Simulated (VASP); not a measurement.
# Rh (Fm-3m) in VASP: further runs, part 2 of 2

VASP 6.6.1.

### 4 Single point, PBE

This run uses another cell than the first one, of 14.77 Å³/atom, 1.052 times its volume.

File INCAR:

```
  PREC = Accurate
  ENCUT = 500
  EDIFF = 1E-6
  ISMEAR = -1
  SIGMA = 0.05
  LREAL = F
  LASPH = T
  NELM = 120
  ALGO = Normal
  ISIF = 2
  LWAVE = F
  LCHARG = F
  GGA = PE
  NBANDS = 14
  GGA_COMPAT = F
```

File KPOINTS:

```
Automatic mesh
0
Gamma
  13 13 13
```

File POSCAR:

```
Rh
1.0
    0.0000000000      1.9471667102      1.9471667102
    1.9471667102      0.0000000000      1.9471667102
    1.9471667102      1.9471667102      0.0000000000
Rh
1
Direct
    0.0000000000      0.0000000000      0.0000000000
```

Potentials or basis: VASP PAW PBE potentials, release 64 (Rh_pv).

Run with:

```
cat potpaw_PBE.64/Rh_pv/POTCAR > POTCAR
mpirun -np 1 vasp_std > vasp.out
```

OUTCAR:

```text
PREC = Accurate
   ENCUT = 500
   EDIFF = 1E-6
   ISMEAR = -1
   LREAL = F
   LASPH = T
   NELM = 120
   ISIF = 2
   GGA = PE

 ion  position               nearest neighbor table
   1  0.000  0.000  0.000-

  LATTYP: Found a face centered cubic cell.
 ALAT       =     3.8943334204

  Lattice vectors:

 A1 = (   0.0000000000,   1.9471667102,   1.9471667102)
 A2 = (   1.9471667102,   0.0000000000,   1.9471667102)
 A3 = (   1.9471667102,   1.9471667102,   0.0000000000)

Analysis of symmetry for initial positions (statically):
=====================================================================
 Subroutine PRICEL returns:
 Original cell was already a primitive cell.

 Routine SETGRP: Setting up the symmetry group for a
 face centered cubic supercell.

 Subroutine GETGRP returns: Found 48 space group operations
 (whereof 48 operations were pure point group operations)
 out of a pool of 48 trial point group operations.

The static configuration has the point symmetry O_h .

Analysis of symmetry for dynamics (positions and initial velocities):
=====================================================================
 Subroutine PRICEL returns:
 Original cell was already a primitive cell.

 Routine SETGRP: Setting up the symmetry group for a
 face centered cubic supercell.

 Subroutine GETGRP returns: Found 48 space group operations
 (whereof 48 operations were pure point group operations)
 out of a pool of 48 trial point group operations.

The dynamic configuration has the point symmetry O_h .

 Subroutine INISYM returns: Found 48 space group operations
 (whereof 48 operations are pure point group operations),
 and found     1 'primitive' translations

----------------------------------------------------------------------------------------

                                     Primitive cell

  volume of cell :      14.7652

  direct lattice vectors                    reciprocal lattice vectors
     0.000000000  1.947166710  1.947166710    -0.256783355  0.256783355  0.256783355
     1.947166710  0.000000000  1.947166710     0.256783355 -0.256783355  0.256783355
     1.947166710  1.947166710  0.000000000     0.256783355  0.256783355 -0.256783355

  length of vectors
     2.753709570  2.753709570  2.753709570     0.444761817  0.444761817  0.444761817

  position of ions in fractional coordinates (direct lattice)
     0.000000000  0.000000000  0.000000000

  ion indices of the primitive-cell ions
   primitive index   ion index
                 1           1

----------------------------------------------------------------------------------------

 KPOINTS: Automatic mesh

Automatic generation of k-mesh.
 Grid dimensions read from file:
 generate k-points for:   13   13   13

 Generating k-lattice:

  Cartesian coordinates                     Fractional coordinates (reciprocal lattice)
    -0.019752566  0.019752566  0.019752566     0.076923077  0.000000000  0.000000000
     0.019752566 -0.019752566  0.019752566     0.000000000  0.076923077  0.000000000
     0.019752566  0.019752566 -0.019752566     0.000000000  0.000000000  0.076923077

  Length of vectors
     0.034212447  0.034212447  0.034212447

  Shift w.r.t. Gamma in fractional coordinates (k-lattice)
     0.000000000  0.000000000  0.000000000

 Subroutine IBZKPT returns following result:
 ===========================================

 Found     84 irreducible k-points:

 Following reciprocal coordinates:
            Coordinates               Weight
  0.000000  0.000000  0.000000      1.000000
  0.076923  0.000000  0.000000      8.000000
  0.153846  0.000000  0.000000      8.000000
  0.230769  0.000000  0.000000      8.000000
  0.307692  0.000000  0.000000      8.000000
  0.384615  0.000000  0.000000      8.000000
[... 16 lines left out ...]
  0.384615  0.153846  0.000000     24.000000
  0.461538  0.153846  0.000000     24.000000
 [... further k-points ...]
   k-points           NKPTS =     84   k-points in BZ     NKDIM =     84   number of bands    NBANDS=     14
   number of dos      NEDOS =    301   number of ions     NIONS =      1
   total plane-waves  NPLWV =   8000
   dimension x,y,z NGX =    20 NGY =   20 NGZ =   20
   dimension x,y,z NGXF=    40 NGYF=   40 NGZF=   40
   ions per type =               1
   NGX,Y,Z   is equivalent  to a cutoff of  12.07, 12.07, 12.07 a.u.
   NGXF,Y,Z  is equivalent  to a cutoff of  24.15, 24.15, 24.15 a.u.
 SYSTEM =  unknown system
   PREC   = accura    normal or accurate (medium, high low for compatibility)
   ISTART =      0    job   : 0-new  1-cont  2-samecut
   ICHARG =      2    charge: 1-file 2-atom 10-const
   ISPIN  =      1    spin polarized calculation?
   LNONCOLLINEAR =      F non collinear calculations
   LSORBIT =      F    spin-orbit coupling
   LASPH  =      T    aspherical Exc in radial PAW
   ENCUT  =  500.0 eV  36.75 Ry    6.06 a.u.   5.02  5.02  5.02*2*pi/ulx,y,z
   NELM   =    120;   NELMIN=  2; NELMDL= -5     # of ELM steps
   EDIFF  = 0.1E-05   stopping-criterion for ELM
   LREAL  =      F    real-space projection
   EDIFFG = 0.1E-04   stopping-criterion for IOM
   NSW    =      0    number of steps for IOM
   IBRION =     -1    ionic relax: 0-MD 1-quasi-New 2-CG
   NFREE  =      0    steps in history (QN), initial steepest desc. (CG)
   ISIF   =      2    stress and relaxation
   ISYM   =      2    0-nonsym 1-usesym 2-fastsym
   POTIM  = 0.5000    time-step for ionic-motion
   TEBEG  =    0.0;   TEEND  =   0.0 temperature during run
   PSTRESS=    0.0 pullay stress
   NELECT =      15.0000    total number of electrons
   NUPDOWN=      -1.0000    fix difference up-down
   EMIN   =  10.00;   EMAX   =-10.00  energy-range for DOS
   EFERMI =   0.00;   METHOD = LEGACY
   ISMEAR =    -1;   SIGMA  =   0.05  broadening in eV -4-tet -1-fermi 0-gaus
   EFERMI_NEDOS =   21; number of points for ismear=-14 and -15
   IALGO  =     38    algorithm
   IMIX   =      4    mixing-type and parameters
     AMIX     =   0.40;   BMIX     =  1.00
     AMIX_MAG =   1.60;   BMIX_MAG =  1.00
  volume/ion in A,a.u.               =      14.77        99.64
  Fermi-wavevector in a.u.,A,eV,Ry     =   1.645731  3.109980 36.850423  2.708430
  Thomas-Fermi vector in A             =   2.735478
   LORBIT       =      0    0 simple, 1 ext, 2 COOP (PROOUT), +10 PAW based schemes
   GGA     = PE    functional components
   LHFCALC =     F    Hartree Fock is set to
   AEXX    =    0.0000 exact exchange contribution
   IVDW    =     0    specifies the selected vdW correction
   LEPSILON=     F    determine dielectric tensor
   LRPA    =     F    only Hartree local field effects (RPA)
 non-spin polarized calculation
  energy-cutoff  :      500.00
  volume of cell :       14.77
 maximum number of plane-waves:       383
   NGX =  9   NGY =  9   NGZ =  9

 number of electron      14.9999992 magnetization

 Free energy of the ion-electron system (eV)
  ---------------------------------------------------
  ext. energy  EPLUGINS =         0.00000000
  ---------------------------------------------------
  free energy    TOTEN  =        -7.24014871 eV

  energy without entropy =       -7.22666768  energy(sigma->0) =       -7.23340819

 E-fermi :  10.6342     XC(G=0): -13.5758

 val. band max:       10.6074027993   @ k =  -0.1538   0.1538   0.0000
 cond. band min:      10.6407318973   @ k =   0.3077   0.3077   0.0000
 fundamental gap:      0.0333290981
 Fermi energy:        10.6342012329

 k-point     1 :       0.0000    0.0000    0.0000
  band No.  band energies     occupation
      1     -35.6146      2.00000
      2     -35.6146      2.00000
      3     -35.6146      2.00000
      4       3.2010      2.00000
      5       7.8872      2.00000
      6       7.8872      2.00000
      7       7.8872      2.00000
      8       9.7501      2.00000
      9       9.7501      2.00000
     10      26.6608      0.00000
     11      31.3860      0.00000
     12      31.7236      0.00000
     13      31.7236      0.00000
     14      31.7236      0.00000

 k-point     2 :       0.0769    0.0000    0.0000
  band No.  band energies     occupation
      1     -35.6481      2.00000
      2     -35.6192      2.00000
      3     -35.6192      2.00000
      4       3.4224      2.00000
      5       7.7969      2.00000
      6       7.9694      2.00000
      7       7.9694      2.00000
      8       9.7076      2.00000
      9       9.7076      2.00000
     10      26.9514      0.00000
[... 362 lines left out ...]
 k-point    24 :       0.4615    0.1538    0.0000
  band No.  band energies     occupation
      1     -36.1126      2.00000
      2     -35.7565      2.00000
      3     -35.7243      2.00000
      4       5.6608      2.00000
      5       7.4071      2.00000
      6       8.4457      2.00000
      7       8.4796      2.00000
      8      11.1848      0.00003
      9      13.0462      0.00000
     10      20.0926      0.00000
     11      26.9618      0.00000
     12      29.4240      0.00000
     13      30.3175      0.00000
     14      31.3887      0.00000

 [... further k-points ...]
[... 5 lines left out ...]
  --------------------------------------------------------------------------------------
  -------------------------------------------------------------------------------------
  Total       -1.0232553     -1.0232553     -1.0232553     -0.0000000      0.0000000      0.0000000
  in kB     -111.0337902   -111.0337902   -111.0337902     -0.0000000      0.0000000      0.0000000
  external PRESSURE =    -111.0337902 kB  Pullay stress =       0.0000000 kB

 VOLUME and BASIS-vectors are now :
 -----------------------------------------------------------------------------
  energy-cutoff  :      500.00
  volume of cell :       14.77
      direct lattice vectors                 reciprocal lattice vectors
     0.000000000  1.947166710  1.947166710    -0.256783355  0.256783355  0.256783355
     1.947166710  0.000000000  1.947166710     0.256783355 -0.256783355  0.256783355
     1.947166710  1.947166710  0.000000000     0.256783355  0.256783355 -0.256783355

 POSITION                                       TOTAL-FORCE (eV/Angst)
 -----------------------------------------------------------------------------------
      0.00000      0.00000      0.00000         0.000000      0.000000     -0.000000
 -----------------------------------------------------------------------------------
    total drift:                                0.000000      0.000000      0.000000

  FREE ENERGIE OF THE ION-ELECTRON SYSTEM (eV)
  ---------------------------------------------------
  free  energy   TOTEN  =        -7.2401487061 eV

  energy  without entropy=       -7.2266676807  energy(sigma->0) =       -7.23340819
```

stdout:

```text
POSCAR found type information on POSCAR Rh
 POSCAR found :  1 types and       1 ions
 scaLAPACK will be used
 LDA part: xc-table for (Slater+PW92), standard interpolation
 POSCAR, INCAR and KPOINTS ok, starting setup
 FFT: planning ... GRIDC
 FFT: planning ... GRID_SOFT
 FFT: planning ... GRID
 WAVECAR not read
 entering main loop
```

Run time: 8.5 s. Hardware: 1 thread of Intel Xeon Platinum 8488C (Sapphire Rapids), shared host; peak memory 0.13 GiB.

Results:

```
Free energy : -7.2401 eV
Pressure    : -11.1 GPa
```

Levels at points of the mesh, in eV from the Fermi level:
```
           k point  band 4  band 5  band 6  band 7  band 8  band 9  band 10  band 11
(0.00, 0.00, 0.00)   -7.43   -2.75   -2.75   -2.75   -0.88   -0.88    16.03    20.75
```

### 5 Overview

| cell | gap on the mesh (eV) | pressure (GPa) |
| --- | --- | --- |
| a = 2.708 Å, angles 60.0°, 1 atom | none | 0.5 |
| a = 2.731 Å, angles 60.0°, 1 atom | none | -5.8 |
| a = 2.754 Å, angles 60.0°, 1 atom | none | -11.1 |

Alike in all rows: task single point; level PBE; potentials or basis VASP PAW PBE potentials, release 64 (Rh_pv); no spin polarisation; k mesh 13 × 13 × 13; cutoff (eV) 500; smearing fermi-dirac 0.05 eV.

Total energies depend on the potentials used, so only differences within one code and one set of settings carry meaning.
